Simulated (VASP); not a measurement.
# P3W in VASP: single point with r2SCAN

Aim: the single point of P3W with r2SCAN.

Program: VASP 6.6.1. These are calculated values, not measurements. Logs are shortened: lines on timing, memory, paths and dates and some standing lists are left out, and cuts for length are marked.

### 1 The cell of the first run

The typed cell holds 8 atoms: a = 4.884 Å, b = 4.884 Å, c = 4.665 Å, α = 90.00°, β = 90.00°, γ = 60.00°.

### 2 Single point, r2SCAN

Input file POSCAR:

```
P3W
1.0
    2.4419590000      4.2295950000      0.0000000000
   -2.4419590000      4.2295950000      0.0000000000
    0.0000000000      0.0000000000      4.6650140000
W P
2 6
Direct
    0.3333000000      0.3334000000      0.2500000000
    0.6666000000      0.6667000000      0.7500000000
    0.8330000000      0.8330000000      0.2500000000
    0.1670000000      0.6660000000      0.7500000000
    0.3340000000      0.8330000000      0.2500000000
    0.1670000000      0.1670000000      0.7500000000
    0.8330000000      0.3340000000      0.2500000000
    0.6660000000      0.1670000000      0.7500000000
```

Input file INCAR.step1:

```
PREC = Accurate ; ENCUT = 520
ISMEAR = 0 ; SIGMA = 0.0263
LREAL = F ; LASPH = T
NELM = 100 ; NBANDS = 39
GGA = PE ; ALGO = Normal
EDIFF = 1E-4 ; LWAVE = T
LCHARG = F
```

Input file INCAR.step2:

```
PREC = Accurate ; ENCUT = 520
EDIFF = 1E-6 ; ISMEAR = 0
SIGMA = 0.0263 ; LREAL = F
LASPH = T ; NELM = 100
ALGO = Normal ; ISIF = 2
LWAVE = F ; LCHARG = F
METAGGA = R2SCAN ; LMIXTAU = T
NBANDS = 39 ; ISTART = 1
```

Input file KPOINTS:

```
Automatic mesh
0
Gamma
  6 6 6
```

Potentials or basis: VASP PAW PBE potentials, release 64 (W_sv, P).

Launch:

```console
> cat potpaw_PBE.64/W_sv/POTCAR potpaw_PBE.64/P/POTCAR > POTCAR
> cp INCAR.step1 INCAR
> mpirun -np 1 vasp_std > vasp.out
> cp INCAR.step2 INCAR
> mpirun -np 1 vasp_std > vasp.out
```

OUTCAR:

```text
PREC = Accurate
   ENCUT = 520
   EDIFF = 1E-6
   ISMEAR = 0
   LREAL = F
   LASPH = T
   NELM = 100
   ISIF = 2
   METAGGA = R2SCAN
   ISTART = 1

 ion  position               nearest neighbor table
   1  0.333  0.333  0.250-   5 2.44   3 2.44   7 2.44   7 2.44   5 2.44   3 2.44   4 2.72   4 2.72
                             6 2.72   6 2.72   8 2.72   8 2.72
   2  0.667  0.667  0.750-   4 2.44   6 2.44   8 2.44   8 2.44   4 2.44   6 2.44   5 2.72   5 2.72
                             3 2.72   3 2.72   7 2.72   7 2.72
   3  0.833  0.833  0.250-   5 2.44   7 2.44   1 2.44   1 2.44   5 2.45   7 2.45   2 2.72   2 2.72
                             8 2.73   4 2.73   4 2.73   8 2.73
   4  0.167  0.666  0.750-   6 2.44   8 2.44   2 2.44   2 2.44   6 2.45   8 2.45   1 2.72   1 2.72
                             5 2.73   5 2.73   3 2.73   3 2.73
   5  0.334  0.833  0.250-   3 2.44   7 2.44   1 2.44   1 2.44   3 2.45   7 2.45   2 2.72   2 2.72
                             4 2.73   4 2.73   6 2.73   6 2.73
   6  0.167  0.167  0.750-   4 2.44   8 2.44   2 2.44   2 2.44   4 2.45   8 2.45   1 2.72   1 2.72
                             5 2.73   7 2.73   5 2.73   7 2.73
   7  0.833  0.334  0.250-   3 2.44   5 2.44   1 2.44   1 2.44   3 2.45   5 2.45   2 2.72   2 2.72
                             8 2.73   8 2.73   6 2.73   6 2.73
   8  0.666  0.167  0.750-   6 2.44   4 2.44   2 2.44   2 2.44   6 2.45   4 2.45   1 2.72   1 2.72
                             7 2.73   7 2.73   3 2.73   3 2.73

  LATTYP: Found a hexagonal cell.
 ALAT       =     4.8839162177
 C/A-ratio  =     0.9551789572

  Lattice vectors:

 A1 = (   2.4419590000,  -4.2295950000,   0.0000000000)
 A2 = (   2.4419590000,   4.2295950000,   0.0000000000)
 A3 = (   0.0000000000,   0.0000000000,   4.6650140000)

Analysis of symmetry for initial positions (statically):
=====================================================================
 Subroutine PRICEL returns:
 Original cell was already a primitive cell.

 Routine SETGRP: Setting up the symmetry group for a
 hexagonal supercell.

 Subroutine GETGRP returns: Found  4 space group operations
 (whereof  2 operations were pure point group operations)
 out of a pool of 24 trial point group operations.

The static configuration has the point symmetry C_2 .
 The point group associated with its full space group is C_2v.

Analysis of symmetry for dynamics (positions and initial velocities):
=====================================================================
 Subroutine PRICEL returns:
 Original cell was already a primitive cell.

 Routine SETGRP: Setting up the symmetry group for a
 hexagonal supercell.

 Subroutine GETGRP returns: Found  4 space group operations
 (whereof  2 operations were pure point group operations)
 out of a pool of 24 trial point group operations.

The dynamic configuration has the point symmetry C_2 .
 The point group associated with its full space group is C_2v.

 Subroutine INISYM returns: Found  4 space group operations
 (whereof  2 operations are pure point group operations),
 and found     1 'primitive' translations

----------------------------------------------------------------------------------------

                                     Primitive cell

  volume of cell :      96.3652

  direct lattice vectors                    reciprocal lattice vectors
     2.441959000  4.229595000  0.000000000     0.204753642  0.118214628  0.000000000
    -2.441959000  4.229595000  0.000000000    -0.204753642  0.118214628  0.000000000
     0.000000000  0.000000000  4.665014000     0.000000000  0.000000000  0.214361629

  length of vectors
     4.883916218  4.883916218  4.665014000     0.236429170  0.236429170  0.214361629

  position of ions in fractional coordinates (direct lattice)
     0.333300000  0.333400000  0.250000000
     0.666600000  0.666700000  0.750000000
     0.833000000  0.833000000  0.250000000
     0.167000000  0.666000000  0.750000000
     0.334000000  0.833000000  0.250000000
     0.167000000  0.167000000  0.750000000
     0.833000000  0.334000000  0.250000000
     0.666000000  0.167000000  0.750000000

  ion indices of the primitive-cell ions
   primitive index   ion index
                 1           1
                 2           2
                 3           3
                 4           4
                 5           5
                 6           6
                 7           7
                 8           8

----------------------------------------------------------------------------------------

 KPOINTS: Automatic mesh

Automatic generation of k-mesh.
 Grid dimensions read from file:
 generate k-points for:    6    6    6

 Generating k-lattice:

  Cartesian coordinates                     Fractional coordinates (reciprocal lattice)
     0.034125607  0.019702438  0.000000000     0.166666667  0.000000000  0.000000000
    -0.034125607  0.019702438  0.000000000     0.000000000  0.166666667  0.000000000
     0.000000000  0.000000000  0.035726938     0.000000000  0.000000000  0.166666667

  Length of vectors
     0.039404862  0.039404862  0.035726938

  Shift w.r.t. Gamma in fractional coordinates (k-lattice)
     0.000000000  0.000000000  0.000000000

 Subroutine IBZKPT returns following result:
 ===========================================

 Found     52 irreducible k-points:

 Following reciprocal coordinates:
            Coordinates               Weight
  0.000000  0.000000  0.000000      1.000000
  0.166667  0.000000  0.000000      4.000000
  0.166667  0.166667  0.000000      2.000000
  0.333333 -0.000000  0.000000      4.000000
  0.333333  0.333333  0.000000      2.000000
  0.500000 -0.000000  0.000000      2.000000
[... 16 lines left out ...]
  0.500000  0.166667  0.166667      8.000000
  0.333333  0.500000  0.166667      8.000000
 [... further k-points ...]
   k-points           NKPTS =     52   k-points in BZ     NKDIM =     52   number of bands    NBANDS=     39
   number of dos      NEDOS =    301   number of ions     NIONS =      8
   total plane-waves  NPLWV =  46656
   dimension x,y,z NGX =    36 NGY =   36 NGZ =   36
   dimension x,y,z NGXF=    72 NGYF=   72 NGZF=   72
   ions per type =               2   6
   NGX,Y,Z   is equivalent  to a cutoff of  12.25, 12.25, 12.83 a.u.
   NGXF,Y,Z  is equivalent  to a cutoff of  24.51, 24.51, 25.66 a.u.
 SYSTEM =  unknown system
   PREC   = accura    normal or accurate (medium, high low for compatibility)
   ISTART =      1    job   : 0-new  1-cont  2-samecut
   ICHARG =      0    charge: 1-file 2-atom 10-const
   ISPIN  =      1    spin polarized calculation?
   LNONCOLLINEAR =      F non collinear calculations
   LSORBIT =      F    spin-orbit coupling
   LASPH  =      T    aspherical Exc in radial PAW
   ENCUT  =  520.0 eV  38.22 Ry    6.18 a.u.   9.08  9.08  8.67*2*pi/ulx,y,z
   NELM   =    100;   NELMIN=  2; NELMDL=  0     # of ELM steps
   EDIFF  = 0.1E-05   stopping-criterion for ELM
   LREAL  =      F    real-space projection
   EDIFFG = 0.1E-04   stopping-criterion for IOM
   NSW    =      0    number of steps for IOM
   IBRION =     -1    ionic relax: 0-MD 1-quasi-New 2-CG
   NFREE  =      0    steps in history (QN), initial steepest desc. (CG)
   ISIF   =      2    stress and relaxation
   ISYM   =      2    0-nonsym 1-usesym 2-fastsym
   POTIM  = 0.5000    time-step for ionic-motion
   TEBEG  =    0.0;   TEEND  =   0.0 temperature during run
   PSTRESS=    0.0 pullay stress
   NELECT =      58.0000    total number of electrons
   NUPDOWN=      -1.0000    fix difference up-down
   EMIN   =  10.00;   EMAX   =-10.00  energy-range for DOS
   EFERMI =   0.00;   METHOD = LEGACY
   ISMEAR =     0;   SIGMA  =   0.03  broadening in eV -4-tet -1-fermi 0-gaus
   EFERMI_NEDOS =   21; number of points for ismear=-14 and -15
   IALGO  =     38    algorithm
   IMIX   =      4    mixing-type and parameters
     AMIX     =   0.40;   BMIX     =  1.00
     AMIX_MAG =   1.60;   BMIX_MAG =  1.00
  volume/ion in A,a.u.               =      12.05        81.29
  Fermi-wavevector in a.u.,A,eV,Ry     =   1.382221  2.612019 25.994402  1.910535
  Thomas-Fermi vector in A             =   2.506932
   LORBIT       =      0    0 simple, 1 ext, 2 COOP (PROOUT), +10 PAW based schemes
   METAGGA = R2SCAN    functional components
   LHFCALC =     F    Hartree Fock is set to
   AEXX    =    0.0000 exact exchange contribution
   IVDW    =     0    specifies the selected vdW correction
   LEPSILON=     F    determine dielectric tensor
   LRPA    =     F    only Hartree local field effects (RPA)
 non-spin polarized calculation
 Gauss-broadening in eV      SIGMA  =   0.03
  energy-cutoff  :      520.00
  volume of cell :       96.37
 maximum number of plane-waves:      2616
   NGX = 19   NGY = 19   NGZ = 17

 number of electron      58.0000008 magnetization

 Free energy of the ion-electron system (eV)
  ---------------------------------------------------
  ext. energy  EPLUGINS =         0.00000000
  ---------------------------------------------------
  free energy    TOTEN  =      -147.55353313 eV

  energy without entropy =     -147.55199811  energy(sigma->0) =     -147.55276562

 E-fermi :  13.8968     XC(G=0): -14.0499

 val. band max:       13.8565271941   @ k =   0.3333   0.1667   0.0000
 cond. band min:      13.9170083628   @ k =   0.5000   0.1667   0.3333
 fundamental gap:      0.0604811687
 Fermi energy:        13.8967808000

 k-point     1 :       0.0000    0.0000    0.0000
  band No.  band energies     occupation
      1     -62.5979      2.00000
      2     -62.5938      2.00000
      3     -26.4287      2.00000
      4     -26.4286      2.00000
      5     -26.3830      2.00000
      6     -26.3830      2.00000
[... 31 lines left out ...]
     38      16.6464      0.00000
     39      19.3195      0.00000

 k-point     2 :       0.1667    0.0000    0.0000
  band No.  band energies     occupation
      1     -62.5976      2.00000
      2     -62.5940      2.00000
      3     -26.4317      2.00000
      4     -26.4292      2.00000
      5     -26.3865      2.00000
      6     -26.3811      2.00000
[... 913 lines left out ...]
     38      17.6559      0.00000
     39      17.8460      0.00000

 k-point    24 :       0.3333    0.5000    0.1667
  band No.  band energies     occupation
      1     -62.5964      2.00000
      2     -62.5952      2.00000
      3     -26.4395      2.00000
      4     -26.4243      2.00000
      5     -26.4042      2.00000
      6     -26.3808      2.00000
[... 31 lines left out ...]
     38      17.6563      0.00000
     39      17.8461      0.00000

 [... further k-points ...]
[... 5 lines left out ...]
  --------------------------------------------------------------------------------------
  -------------------------------------------------------------------------------------
  Total       27.1095688     27.1107114     10.2030577      0.0000000      0.0000000      0.0000000
  in kB      450.7265008    450.7454975    169.6370951      0.0000000      0.0000000      0.0000000
  external PRESSURE =     357.0363644 kB  Pullay stress =       0.0000000 kB

 VOLUME and BASIS-vectors are now :
 -----------------------------------------------------------------------------
  energy-cutoff  :      520.00
  volume of cell :       96.37
      direct lattice vectors                 reciprocal lattice vectors
     2.441959000  4.229595000  0.000000000     0.204753642  0.118214628  0.000000000
    -2.441959000  4.229595000  0.000000000    -0.204753642  0.118214628  0.000000000
     0.000000000  0.000000000  4.665014000     0.000000000  0.000000000  0.214361629

 POSITION                                       TOTAL-FORCE (eV/Angst)
 -----------------------------------------------------------------------------------
     -0.00024      2.81987      1.16625         0.002114     -0.000268      0.000000
     -0.00024      5.63932      3.49876         0.002114      0.000268     -0.000000
      0.00000      7.04651      1.16625        -0.002543     -1.201099      0.000000
     -1.21854      3.52325      3.49876         1.038894     -0.603014      0.000000
     -1.21854      4.93594      1.16625         1.038894      0.603014     -0.000000
      0.00000      1.41268      3.49876        -0.002543      1.201099     -0.000000
      1.21854      4.93594      1.16625        -1.038465      0.599831     -0.000000
      1.21854      3.52325      3.49876        -1.038465     -0.599831      0.000000
 -----------------------------------------------------------------------------------
    total drift:                               -0.000002      0.000000      0.000000

  FREE ENERGIE OF THE ION-ELECTRON SYSTEM (eV)
  ---------------------------------------------------
  free  energy   TOTEN  =      -147.5535331279 eV

  energy  without entropy=     -147.5519981071  energy(sigma->0) =     -147.55276562
```

Wall time 10 min (1 thread of AMD EPYC 7R13 (Zen 3), shared host); peak memory 0.28 GiB.

Results:

| Property | Result |
| --- | --- |
| Free energy | -147.5535 eV |
| Pressure | 35.7 GPa |
| Largest force | 1.201 eV/Å |
| Band gap on the k mesh | zero (band 29 reaches 14.93 eV, above the bottom of band 30 at 12.76 eV) |

Forces on the atoms (eV/Å):
```
W    0.002  0.000  0.000
W    0.002  0.000  0.000
P   -0.003 -1.201  0.000
P    1.039 -0.603  0.000
P    1.039  0.603  0.000
P   -0.003  1.201  0.000
P   -1.038  0.600  0.000
P   -1.038 -0.600  0.000
```

Levels at points of the mesh, in eV from the Fermi level:
| k point | band 26 | band 27 | band 28 | band 29 | band 30 | band 31 | band 32 | band 33 |
| --- | --- | --- | --- | --- | --- | --- | --- | --- |
| (0.00, 0.00, 0.00) | -1.76 | -0.23 | -0.21 | 0.38 | 0.38 | 1.04 | 1.71 | 1.71 |
| (0.50, 0.00, 0.00) | -1.97 | -1.68 | -1.32 | -0.16 | 0.15 | 0.28 | 0.31 | 1.69 |
| (0.50, 0.50, 0.00) | -1.97 | -1.68 | -1.32 | -0.16 | 0.15 | 0.28 | 0.31 | 1.69 |
| (0.00, 0.00, 0.50) | -1.24 | -0.82 | -0.82 | 1.03 | 1.03 | 1.39 | 1.39 | 1.39 |
| (0.50, 0.00, 0.50) | -2.61 | -1.41 | -1.41 | -1.13 | -1.13 | -0.18 | -0.18 | 2.01 |
| (0.50, 0.50, 0.50) | -2.61 | -1.41 | -1.41 | -1.13 | -1.13 | -0.18 | -0.18 | 2.01 |

Caveat: the PAW data sets were made with another functional, which shifts forces and pressure a little; spin-orbit coupling is left out, which moves the levels of the heavy elements.
